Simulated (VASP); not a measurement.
# Au (Im-3m) in VASP: notebook, part 2 of 2

VASP 6.6.1. The steps go on from the part before.

**4. Relaxation of cell and atoms, PBE, target pressure 20 GPa, at which the enthalpy is minimised**

INCAR

```
SYSTEM = Au
PREC = Accurate
ENCUT = 600
EDIFF = 1E-6
ISMEAR = 0
SIGMA = 0.1
LREAL = .False.
LASPH = .True.
NELM = 60
ALGO = Normal
ISIF = 3
LWAVE = .False.
LCHARG = .False.
GGA = PE
IBRION = 2
NSW = 80
EDIFFG = -0.01
PSTRESS = 200.0
```

KPOINTS

```
regular mesh
0
Gamma
  11 11 11
  0 0 0
```

POSCAR

```
Au
1.0
    1.6150000000      1.6150000000      1.6150000000
   -1.6150000000      1.6150000000      1.6150000000
   -1.6150000000     -1.6150000000      1.6150000000
Au
1
Direct
    0.0000000000      0.0000000000      0.0000000000
```

Potentials or basis: VASP PAW PBE potentials, release 64 (Au).

Launch:

```console
> cat potpaw_PBE.64/Au/POTCAR > POTCAR
> mpirun -np 1 vasp_std > vasp.out
```

OUTCAR:

```text
SYSTEM = Au
   PREC = Accurate
   ENCUT = 600
   EDIFF = 1E-6
   ISMEAR = 0
   LREAL = .False.
   LASPH = .True.
   NELM = 60
   ISIF = 3
   GGA = PE
   IBRION = 2
   NSW = 80
   EDIFFG = -0.01
   PSTRESS = 200.0

 ion  position               nearest neighbor table
   1  0.000  0.000  0.000-

  LATTYP: Found a body centered cubic cell.
 ALAT       =     3.2300000000

  Lattice vectors:

 A1 = (   1.6150000000,  -1.6150000000,  -1.6150000000)
 A2 = (   1.6150000000,   1.6150000000,   1.6150000000)
 A3 = (  -1.6150000000,  -1.6150000000,   1.6150000000)

Analysis of symmetry for initial positions (statically):
=====================================================================
 Subroutine PRICEL returns:
 Original cell was already a primitive cell.

 Routine SETGRP: Setting up the symmetry group for a
 body centered cubic supercell.

 Subroutine GETGRP returns: Found 48 space group operations
 (whereof 48 operations were pure point group operations)
 out of a pool of 48 trial point group operations.

The static configuration has the point symmetry O_h .

Analysis of symmetry for dynamics (positions and initial velocities):
=====================================================================
 Subroutine PRICEL returns:
 Original cell was already a primitive cell.

 Routine SETGRP: Setting up the symmetry group for a
 body centered cubic supercell.

 Subroutine GETGRP returns: Found 48 space group operations
 (whereof 48 operations were pure point group operations)
 out of a pool of 48 trial point group operations.

The dynamic configuration has the point symmetry O_h .

 Subroutine INISYM returns: Found 48 space group operations
 (whereof 48 operations are pure point group operations),
 and found     1 'primitive' translations

----------------------------------------------------------------------------------------

                                     Primitive cell

  volume of cell :      16.8491

  direct lattice vectors                    reciprocal lattice vectors
[... 90 lines left out ...]
   NFREE  =      1    steps in history (QN), initial steepest desc. (CG)
   ISIF   =      3    stress and relaxation
   ISYM   =      2    0-nonsym 1-usesym 2-fastsym
   POTIM  = 0.5000    time-step for ionic-motion
   TEBEG  =    0.0;   TEEND  =   0.0 temperature during run
   PSTRESS=  200.0 pullay stress
   NELECT =      11.0000    total number of electrons
   NUPDOWN=      -1.0000    fix difference up-down
   EMIN   =  10.00;   EMAX   =-10.00  energy-range for DOS
   EFERMI =   0.00;   METHOD = LEGACY
   ISMEAR =     0;   SIGMA  =   0.10  broadening in eV -4-tet -1-fermi 0-gaus
   EFERMI_NEDOS =   21; number of points for ismear=-14 and -15
   IALGO  =     38    algorithm
   IMIX   =      4    mixing-type and parameters
     AMIX     =   0.40;   BMIX     =  1.00
     AMIX_MAG =   1.60;   BMIX_MAG =  1.00
  volume/ion in A,a.u.               =      16.85       113.70
  Fermi-wavevector in a.u.,A,eV,Ry     =   1.420190  2.683770 27.442141  2.016940
  Thomas-Fermi vector in A             =   2.541132
   LORBIT       =      0    0 simple, 1 ext, 2 COOP (PROOUT), +10 PAW based schemes
   GGA     = PE    functional components
   LHFCALC =     F    Hartree Fock is set to
   AEXX    =    0.0000 exact exchange contribution
   IVDW    =     0    specifies the selected vdW correction
   LEPSILON=     F    determine dielectric tensor
   LRPA    =     F    only Hartree local field effects (RPA)
 conjugate gradient relaxation of ions
 non-spin polarized calculation
 Gauss-broadening in eV      SIGMA  =   0.10
  energy-cutoff  :      600.00
  volume of cell :       16.85
 maximum number of plane-waves:       575
   NGX = 11   NGY = 11   NGZ = 11

--------------------------------------- Ionic step        1  -------------------------------------------

 number of electron      11.0000001 magnetization

 Free energy of the ion-electron system (eV)
  ---------------------------------------------------
  ext. energy  EPLUGINS =         0.00000000
  ---------------------------------------------------
  free energy    TOTEN  =        -3.15572835 eV

  energy without entropy =       -3.15154726  energy(sigma->0) =       -3.15363780

 E-fermi :   9.5329     XC(G=0): -12.7867

 val. band max:        9.5296319916   @ k =   0.3636   0.2727   0.2727
 cond. band min:       9.5552493440   @ k =   0.4545   0.1818   0.0909
 fundamental gap:      0.0256173524
 Fermi energy:         9.5329068580

 k-point     1 :       0.0000    0.0000    0.0000
  band No.  band energies     occupation
      1      -0.2998      2.00000
      2       4.7370      2.00000
      3       4.7370      2.00000
      4       4.7370      2.00000
      5       6.7054      2.00000
      6       6.7054      2.00000
      7      26.1887      0.00000
      8      26.1887      0.00000
      9      26.1887      0.00000
[... 386 lines left out ...]
--------------------------------------- Ionic step        4  -------------------------------------------

 number of electron      10.9999999 magnetization

 Free energy of the ion-electron system (eV)
  ---------------------------------------------------
  ext. energy  EPLUGINS =         0.00000000
  ---------------------------------------------------
  free energy    TOTEN  =        -3.09381380 eV

  energy without entropy =       -3.09050709  energy(sigma->0) =       -3.09216044

 E-fermi :  10.1949     XC(G=0): -13.0215

 val. band max:       10.1905192762   @ k =   0.3636   0.2727   0.2727
 cond. band min:      10.2307147676   @ k =   0.4545   0.1818   0.0909
 fundamental gap:      0.0401954914
 Fermi energy:        10.1948527236

 k-point     1 :       0.0000    0.0000    0.0000
  band No.  band energies     occupation
      1      -0.0526      2.00000
      2       5.1792      2.00000
      3       5.1792      2.00000
      4       5.1792      2.00000
      5       7.2737      2.00000
      6       7.2737      2.00000
      7      26.8489      0.00000
      8      26.8489      0.00000
      9      26.8489      0.00000
[... 308 lines left out ...]
  energy  without entropy=       -3.0905070869  energy(sigma->0) =       -3.09216044

  enthalpy is  TOTEN    =        -1.0704984173 eV   P V=        2.0233153830

 reached required accuracy - stopping structural energy minimisation
```

Wall time 15 s (1 thread of AMD EPYC 9R45 (Zen 5), shared host); peak memory 0.12 GiB.

What came out:

```yaml
Free_energy: -3.0938 eV
Relaxed_volume: 16.21 Å³/atom
Relaxed_cell: a = 2.761 Å, b = 2.761 Å, c = 2.761 Å, α = 70.53°, β = 109.47°, γ = 70.53°
Space_group_after_relaxing_to_0.05_Å: Im-3m (No. 229)
Energy_change_on_relaxing_the_enthalpy_is_what_falls: +61.9 meV/atom
Ionic_steps: 4
Pressure_after_relaxing: 20.0 GPa
```

Step by step:
| step | energy change (eV) | largest force (eV/Å) | pressure (GPa) | volume (Å³) |
| --- | --- | --- | --- | --- |
| 1 | 0.0000 | 0.0000 | 11.39 | 16.85 |
| 2 | 0.3698 | 0.0000 | 49.85 | 14.74 |
| 3 | 0.0596 | 0.0000 | 19.66 | 16.23 |
| 4 | 0.0619 | 0.0000 | 19.95 | 16.21 |

Final structure:
```
Au
1.0
     1.59427    1.59427    1.59427
    -1.59427    1.59427    1.59427
    -1.59427   -1.59427    1.59427
Au
1
Direct
  0.00000 0.00000 0.00000
```

Caveat: the cell is relaxed towards a set pressure, so the enthalpy falls and the energy may rise; spin-orbit coupling is left out, which moves the levels of the heavy elements.

**5. The runs side by side**

```csv
cell,gap on the mesh (eV),pressure (GPa)
relaxed to 5 GPa,none,5.0
relaxed to 10 GPa,none,10.0
relaxed to 20 GPa,none,20.0
```

Alike in all rows: task relaxation of cell and atoms; level PBE; potentials or basis VASP PAW PBE potentials, release 64 (Au); no spin polarisation; k mesh 11 × 11 × 11; cutoff (eV) 600; smearing gaussian 0.1 eV.

Caveats: the cell is relaxed towards a set pressure, so the enthalpy falls and the energy may rise; spin-orbit coupling is left out, which moves the levels of the heavy elements.

Total energies depend on the potentials used, so only differences within one code and one set of settings carry meaning.
